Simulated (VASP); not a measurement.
# Al in VASP: settings compared

Aim: see how the results for Al move with the level of theory and the settings. Levels: PBEsol, revPBE. Tasks: single point.

Everything below comes from runs of VASP 6.6.1. Logs are shortened: lines on timing, memory, paths and dates and some standing lists are left out, and cuts for length are marked.

### 1 The cell of the first run

The cell holds a slab with vacuum, 10 atoms: a = 2.836 Å, b = 2.836 Å, c = 37.975 Å, α = 90.00°, β = 90.00°, γ = 120.00°.

### 2 Single point, PBEsol

INCAR

```
SYSTEM = Al
  ALGO = Normal
  DIPOL = 0.5 0.5 0.500
  EDIFF = 1E-6
  ENCUT = 520
  GGA = PS
  IDIPOL = 3
  ISIF = 2
  ISMEAR = 0
  LASPH = .True.
  LCHARG = .False.
  LDIPOL = .True.
  LREAL = .False.
  LWAVE = .False.
  NBANDS = 26
  NELM = 60
  PREC = Accurate
  SIGMA = 0.1
```

KPOINTS

```
k-points
0
Gamma
  12 12 1
  0 0 0
```

POSCAR

```
Al
1.0
    2.8362844918      0.0000000000      0.0000000000
   -1.4181422459      2.4562944222      0.0000000000
    0.0000000000      0.0000000000     37.9748362768
Al
10
Direct
    0.3333333333      0.6666666667      0.2238324331
    0.0000000000      0.0000000000      0.2852030035
    0.6666666667      0.3333333333      0.3465735739
    0.0000000000      0.0000000000      0.4079441444
    0.3333333333      0.6666666667      0.4693147148
    0.0000000000      0.0000000000      0.5300388007
    0.6666666667      0.3333333333      0.5910718779
    0.0000000000      0.0000000000      0.6524334053
    0.3333333333      0.6666666667      0.7133109393
    0.0000000000      0.0000000000      0.7754698039
```

Potentials or basis: VASP PAW PBE potentials, release 64 (Al).

Launch:

```
cat potpaw_PBE.64/Al/POTCAR > POTCAR
mpirun -np 1 vasp_std > vasp.out
```

OUTCAR:

```text
SYSTEM = Al
   EDIFF = 1E-6
   ENCUT = 520
   GGA = PS
   ISIF = 2
   ISMEAR = 0
   LASPH = .True.
   LREAL = .False.
   NELM = 60
   PREC = Accurate

 ion  position               nearest neighbor table
   1  0.333  0.667  0.224-   2 2.85   2 2.85   2 2.85
   2  0.000  0.000  0.285-   1 2.85   3 2.85   1 2.85   3 2.85   3 2.85   1 2.85
   3  0.667  0.333  0.347-   2 2.85   2 2.85   2 2.85   4 2.85   4 2.85   4 2.85
   4  0.000  0.000  0.408-   5 2.85   5 2.85   5 2.85   3 2.85   3 2.85   3 2.85
   5  0.333  0.667  0.469-   6 2.83   6 2.83   6 2.83   4 2.85   4 2.85   4 2.85
   6  0.000  0.000  0.530-   5 2.83   5 2.83   5 2.83   7 2.84   7 2.84   7 2.84
   7  0.667  0.333  0.591-   6 2.84   6 2.84   6 2.84   8 2.85   8 2.85   8 2.85
   8  0.000  0.000  0.652-   9 2.83   9 2.83   9 2.83   7 2.85   7 2.85   7 2.85
   9  0.333  0.667  0.713-   8 2.83   8 2.83   8 2.83  10 2.87  10 2.87  10 2.87
  10  0.000  0.000  0.775-   9 2.87   9 2.87   9 2.87

  LATTYP: Found a hexagonal cell.
 ALAT       =     2.8362844918
 C/A-ratio  =    13.3889376706

  Lattice vectors:

 A1 = (   2.8362844918,   0.0000000000,   0.0000000000)
 A2 = (  -1.4181422459,   2.4562944222,   0.0000000000)
 A3 = (   0.0000000000,   0.0000000000,  37.9748362768)

Analysis of symmetry for initial positions (statically):
=====================================================================
 Subroutine PRICEL returns:
 Original cell was already a primitive cell.

 Routine SETGRP: Setting up the symmetry group for a
 hexagonal supercell.

 Subroutine GETGRP returns: Found  6 space group operations
 (whereof  6 operations were pure point group operations)
 out of a pool of 24 trial point group operations.

The static configuration has the point symmetry C_3v.

Analysis of symmetry for dynamics (positions and initial velocities):
=====================================================================
 Subroutine PRICEL returns:
 Original cell was already a primitive cell.

 Routine SETGRP: Setting up the symmetry group for a
 hexagonal supercell.

 Subroutine GETGRP returns: Found  6 space group operations
 (whereof  6 operations were pure point group operations)
 out of a pool of 24 trial point group operations.

The dynamic configuration has the point symmetry C_3v.

 Subroutine INISYM returns: Found  6 space group operations
 (whereof  6 operations are pure point group operations),
 and found     1 'primitive' translations

----------------------------------------------------------------------------------------

                                     Primitive cell

  volume of cell :     264.5612

  direct lattice vectors                    reciprocal lattice vectors
     2.836284492  0.000000000  0.000000000     0.352573941  0.203558660  0.000000000
    -1.418142246  2.456294422  0.000000000     0.000000000  0.407117319  0.000000000
     0.000000000  0.000000000 37.974836277     0.000000000  0.000000000  0.026333227

  length of vectors
     2.836284492  2.836284492 37.974836277     0.407117319  0.407117319  0.026333227

  position of ions in fractional coordinates (direct lattice)
     0.333333333  0.666666667  0.223832433
     0.000000000  0.000000000  0.285203004
     0.666666667  0.333333333  0.346573574
     0.000000000  0.000000000  0.407944144
     0.333333333  0.666666667  0.469314715
     0.000000000  0.000000000  0.530038801
     0.666666667  0.333333333  0.591071878
     0.000000000  0.000000000  0.652433405
     0.333333333  0.666666667  0.713310939
     0.000000000  0.000000000  0.775469804

  ion indices of the primitive-cell ions
   primitive index   ion index
                 1           1
                 2           2
                 3           3
                 4           4
                 5           5
                 6           6
                 7           7
                 8           8
                 9           9
                10          10

----------------------------------------------------------------------------------------

 KPOINTS: k-points

Automatic generation of k-mesh.
 Grid dimensions read from file:
 generate k-points for:   12   12    1

 Generating k-lattice:

  Cartesian coordinates                     Fractional coordinates (reciprocal lattice)
     0.029381162  0.016963222  0.000000000     0.083333333  0.000000000  0.000000000
     0.000000000  0.033926443  0.000000000     0.000000000  0.083333333  0.000000000
     0.000000000  0.000000000  0.026333227     0.000000000  0.000000000  1.000000000

  Length of vectors
     0.033926443  0.033926443  0.026333227

  Shift w.r.t. Gamma in fractional coordinates (k-lattice)
     0.000000000  0.000000000  0.000000000

 Subroutine IBZKPT returns following result:
 ===========================================

 Found     19 irreducible k-points:

 Following reciprocal coordinates:
            Coordinates               Weight
  0.000000  0.000000  0.000000      1.000000
  0.083333  0.000000  0.000000      6.000000
  0.166667  0.000000  0.000000      6.000000
  0.250000  0.000000  0.000000      6.000000
  0.333333  0.000000  0.000000      6.000000
  0.416667  0.000000  0.000000      6.000000
[... 11 lines left out ...]
  0.333333  0.250000  0.000000     12.000000
  0.333333  0.333333  0.000000      2.000000
   k-points           NKPTS =     19   k-points in BZ     NKDIM =     19   number of bands    NBANDS=     26
   number of dos      NEDOS =    301   number of ions     NIONS =     10
   total plane-waves  NPLWV = 165888
   dimension x,y,z NGX =    24 NGY =   24 NGZ =  288
   dimension x,y,z NGXF=    48 NGYF=   48 NGZF=  576
   ions per type =              10
   NGX,Y,Z   is equivalent  to a cutoff of  14.07, 14.07, 12.61 a.u.
   NGXF,Y,Z  is equivalent  to a cutoff of  28.13, 28.13, 25.22 a.u.
 SYSTEM =  Al
   PREC   = accura    normal or accurate (medium, high low for compatibility)
   ISTART =      0    job   : 0-new  1-cont  2-samecut
   ICHARG =      2    charge: 1-file 2-atom 10-const
   ISPIN  =      1    spin polarized calculation?
   LNONCOLLINEAR =      F non collinear calculations
   LSORBIT =      F    spin-orbit coupling
   LASPH  =      T    aspherical Exc in radial PAW
   ENCUT  =  520.0 eV  38.22 Ry    6.18 a.u.   5.27  5.27 70.61*2*pi/ulx,y,z
   NELM   =     60;   NELMIN=  2; NELMDL= -5     # of ELM steps
   EDIFF  = 0.1E-05   stopping-criterion for ELM
   LREAL  =      F    real-space projection
   EDIFFG = 0.1E-04   stopping-criterion for IOM
   NSW    =      0    number of steps for IOM
   IBRION =     -1    ionic relax: 0-MD 1-quasi-New 2-CG
   NFREE  =      0    steps in history (QN), initial steepest desc. (CG)
   ISIF   =      2    stress and relaxation
   ISYM   =      2    0-nonsym 1-usesym 2-fastsym
   POTIM  = 0.5000    time-step for ionic-motion
   TEBEG  =    0.0;   TEEND  =   0.0 temperature during run
   PSTRESS=    0.0 pullay stress
   NELECT =      30.0000    total number of electrons
   NUPDOWN=      -1.0000    fix difference up-down
   EMIN   =  10.00;   EMAX   =-10.00  energy-range for DOS
   EFERMI =   0.00;   METHOD = LEGACY
   ISMEAR =     0;   SIGMA  =   0.10  broadening in eV -4-tet -1-fermi 0-gaus
   EFERMI_NEDOS =   21; number of points for ismear=-14 and -15
   IALGO  =     38    algorithm
   IMIX   =      4    mixing-type and parameters
     AMIX     =   0.40;   BMIX     =  1.00
     AMIX_MAG =   1.60;   BMIX_MAG =  1.00
  volume/ion in A,a.u.               =      26.46       178.53
  Fermi-wavevector in a.u.,A,eV,Ry     =   0.792392  1.497403  8.542887  0.627884
  Thomas-Fermi vector in A             =   1.898121
   LORBIT       =      0    0 simple, 1 ext, 2 COOP (PROOUT), +10 PAW based schemes
   GGA     = PS    functional components
   LHFCALC =     F    Hartree Fock is set to
   AEXX    =    0.0000 exact exchange contribution
   IVDW    =     0    specifies the selected vdW correction
   LEPSILON=     F    determine dielectric tensor
   LRPA    =     F    only Hartree local field effects (RPA)
 non-spin polarized calculation
 Gauss-broadening in eV      SIGMA  =   0.10
  energy-cutoff  :      520.00
  volume of cell :      264.56
 maximum number of plane-waves:      7168
 NGX is ok and might be reduce to    24
   NGX = 11   NGY = 11   NGZ =141

 dipolmoment           0.000000      0.000000      0.000381 electrons x Angstroem

 number of electron      30.0000000 magnetization

 dipolmoment           0.000000      0.000000     -0.000862 electrons x Angstroem

 Free energy of the ion-electron system (eV)
  ---------------------------------------------------
  ext. energy  EPLUGINS =         0.00000000
  ---------------------------------------------------
  free energy    TOTEN  =       -39.97163998 eV

  energy without entropy =      -39.94966164  energy(sigma->0) =      -39.96065081

 E-fermi :   3.4138     XC(G=0):  -6.8069

 val. band max:        3.3957985496   @ k =   0.4167   0.1667   0.0000
 cond. band min:       3.4225840621   @ k =   0.2500   0.1667   0.0000
 fundamental gap:      0.0267855125
 Fermi energy:         3.4138064428

 k-point     1 :       0.0000    0.0000    0.0000
  band No.  band energies     occupation
      1      -7.7517      2.00000
      2      -7.5373      2.00000
      3      -7.2333      2.00000
      4      -6.7829      2.00000
      5      -6.2305      2.00000
      6      -5.5598      2.00000
[... 18 lines left out ...]
     25      12.6309      0.00000
     26      14.3456      0.00000

 k-point     2 :       0.0833    0.0000    0.0000
  band No.  band energies     occupation
      1      -7.5816      2.00000
      2      -7.3674      2.00000
      3      -7.0637      2.00000
      4      -6.6138      2.00000
      5      -6.0620      2.00000
      6      -5.3920      2.00000
[... 18 lines left out ...]
     25      11.8805      0.00000
     26      12.0927      0.00000

 k-point     3 :       0.1667    0.0000    0.0000
  band No.  band energies     occupation
      1      -7.0724      2.00000
      2      -6.8589      2.00000
      3      -6.5562      2.00000
      4      -6.1077      2.00000
      5      -5.5577      2.00000
      6      -4.8898      2.00000
[... 18 lines left out ...]
     25       9.7801      0.00000
     26       9.9650      0.00000

 k-point     4 :       0.2500    0.0000    0.0000
  band No.  band energies     occupation
      1      -6.2281      2.00000
      2      -6.0156      2.00000
      3      -5.7146      2.00000
      4      -5.2685      2.00000
      5      -4.7215      2.00000
      6      -4.0573      2.00000
[... 18 lines left out ...]
     25       9.0718      0.00000
     26       9.1659      0.00000
[... 351 lines left out ...]
      1      -3.2320      2.00000
      2      -3.0234      2.00000
      3      -2.7295      2.00000
      4      -2.2934      2.00000
      5      -1.7603      2.00000
      6      -1.1149      2.00000
[... 18 lines left out ...]
     25       5.4192      0.00000
     26       5.6267      0.00000

 k-point    18 :       0.3333    0.2500    0.0000
  band No.  band energies     occupation
      1      -1.5991      2.00000
      2      -1.3938      2.00000
      3      -1.1065      2.00000
      4      -0.6820      2.00000
      5      -0.1711      2.00000
      6       0.3182      2.00000
[... 18 lines left out ...]
     25       5.0177      0.00000
     26       5.3288      0.00000

 k-point    19 :       0.3333    0.3333    0.0000
  band No.  band energies     occupation
      1       0.0815      2.00000
      2       0.2106      2.00000
      3       0.2121      2.00000
      4       0.2751      2.00000
      5       0.3952      2.00000
      6       0.4216      2.00000
[... 18 lines left out ...]
     25       5.0203      0.00000
     26       5.1613      0.00000

------------------------ aborting loop because EDIFF is reached ----------------------------------------

 vacuum level on the upper side and lower side of the slab       (xc-potential included)        -0.204        -0.173

  FORCE on cell =-STRESS in cart. coord.  units (eV):
  Direction    XX          YY          ZZ          XY          YZ          ZX
  --------------------------------------------------------------------------------------
  -------------------------------------------------------------------------------------
  Total       -0.6558146     -0.6558146     -0.2006088      0.0000000      0.0000000      0.0000000
  in kB       -3.9716005     -3.9716005     -1.2148828      0.0000000      0.0000000      0.0000000
  external PRESSURE =      -3.0526946 kB  Pullay stress =       0.0000000 kB

 VOLUME and BASIS-vectors are now :
 -----------------------------------------------------------------------------
  energy-cutoff  :      520.00
  volume of cell :      264.56
      direct lattice vectors                 reciprocal lattice vectors
     2.836284492  0.000000000  0.000000000     0.352573941  0.203558660  0.000000000
    -1.418142246  2.456294422  0.000000000     0.000000000  0.407117319  0.000000000
     0.000000000  0.000000000 37.974836277     0.000000000  0.000000000  0.026333227

 POSITION                                       TOTAL-FORCE (eV/Angst)
 -----------------------------------------------------------------------------------
     -0.00000      1.63753      8.50000         0.000000     -0.000000     -0.004767
      0.00000      0.00000     10.83054         0.000000      0.000000      0.045702
      1.41814      0.81876     13.16107         0.000000      0.000000     -0.019884
      0.00000      0.00000     15.49161        -0.000000      0.000000      0.003999
     -0.00000      1.63753     17.82215        -0.000000      0.000000     -0.026153
      0.00000      0.00000     20.12814        -0.000000      0.000000      0.002141
      1.41814      0.81876     22.44586         0.000000      0.000000      0.001007
      0.00000      0.00000     24.77605        -0.000000     -0.000000     -0.003694
     -0.00000      1.63753     27.08787        -0.000000      0.000000      0.000931
      0.00000      0.00000     29.44834         0.000000      0.000000      0.000718
 -----------------------------------------------------------------------------------
    total drift:                               -0.000000      0.000000      0.000027

  FREE ENERGIE OF THE ION-ELECTRON SYSTEM (eV)
  ---------------------------------------------------
  free  energy   TOTEN  =       -39.9716399787 eV

  energy  without entropy=      -39.9496616401  energy(sigma->0) =      -39.96065081

 vacuum level on the upper side and lower side of the slab         7.355         7.384
```

Run time: 2.8 min. Hardware: 1 thread of Intel Xeon 6975P-C (Granite Rapids), shared host; peak memory 0.43 GiB.

What came out:

* Free energy: -39.9716 eV
* Largest force: 0.046 eV/Å
* Band gap on the k mesh: zero (band 15 reaches 5.75 eV, above the bottom of band 16 at 2.29 eV)

Forces in eV/Å, atoms in the order of the input:
```
Al   0.000  0.000 -0.005
Al   0.000  0.000  0.046
Al   0.000  0.000 -0.020
Al   0.000  0.000  0.004
Al   0.000  0.000 -0.026
Al   0.000  0.000  0.002
Al   0.000  0.000  0.001
Al   0.000  0.000 -0.004
Al   0.000  0.000  0.001
Al   0.000  0.000  0.001
```

Caveat: the PAW data sets were made with another functional, which shifts forces and pressure a little.

### 3 Single point, revPBE

INCAR

```
SYSTEM = Al
ALGO = Normal ; DIPOL = 0.5 0.5 0.501
EDIFF = 1E-7 ; ENCUT = 520
GGA = RE ; IDIPOL = 3
ISIF = 2 ; ISMEAR = 1
LASPH = .True. ; LCHARG = .False.
LDIPOL = .True. ; LREAL = .False.
LWAVE = .False. ; NBANDS = 26
NELM = 80 ; PREC = Accurate
SIGMA = 0.1
```

KPOINTS is that of step 2.

POSCAR

```
Al
1.0
    2.8362844918      0.0000000000      0.0000000000
   -1.4181422459      2.4562944222      0.0000000000
    0.0000000000      0.0000000000     37.9748362768
Al
10
Direct
    0.3333333333      0.6666666667      0.2238324331
    0.0000000000      0.0000000000      0.2852030035
    0.6666666667      0.3333333333      0.3465735739
    0.0000000000      0.0000000000      0.4079441444
    0.3333333333      0.6666666667      0.4693147148
    0.0000000000      0.0000000000      0.5310567643
    0.6666666667      0.3333333333      0.5934972484
    0.0000000000      0.0000000000      0.6562763549
    0.3333333333      0.6666666667      0.7187164074
    0.0000000000      0.0000000000      0.7824548421
```

Potentials or basis: VASP PAW PBE potentials, release 64 (Al).

Launch:

```
cat potpaw_PBE.64/Al/POTCAR > POTCAR
mpirun -np 1 vasp_std > vasp.out
```

Run time: 2.9 min. Hardware: 1 thread of Intel Xeon 6975P-C (Granite Rapids), shared host; peak memory 0.42 GiB.

It converged, with:

- Free energy: -34.7388 eV
- Largest force: 0.128 eV/Å
- Band gap on the k mesh: zero (band 15 reaches 5.93 eV, above the bottom of band 16 at 2.42 eV)

Forces in eV/Å, atoms in the order of the input:
```
Al   0.000  0.000 -0.128
Al   0.000  0.000  0.024
Al   0.000  0.000 -0.014
Al   0.000  0.000  0.016
Al   0.000  0.000  0.088
Al   0.000  0.000  0.015
Al   0.000  0.000  0.013
Al   0.000  0.000 -0.001
Al   0.000  0.000  0.012
Al   0.000  0.000 -0.025
```

Levels at points of the mesh, in eV from the Fermi level:
| k point | band 11 | band 12 | band 13 | band 14 | band 15 | band 16 | band 17 | band 18 |
| --- | --- | --- | --- | --- | --- | --- | --- | --- |
| (0.00, 0.00, 0.00) | -4.12 | -2.84 | -1.52 | -0.15 | 1.21 | 2.49 | 3.37 | 3.99 |
| (0.50, 0.00, 0.00) | -2.91 | -2.87 | -2.29 | -2.21 | -1.53 | -1.10 | -0.37 | -0.36 |

Caveat: the PAW data sets were made with another functional, which shifts forces and pressure a little.

(Continued in part 2 of 2.)
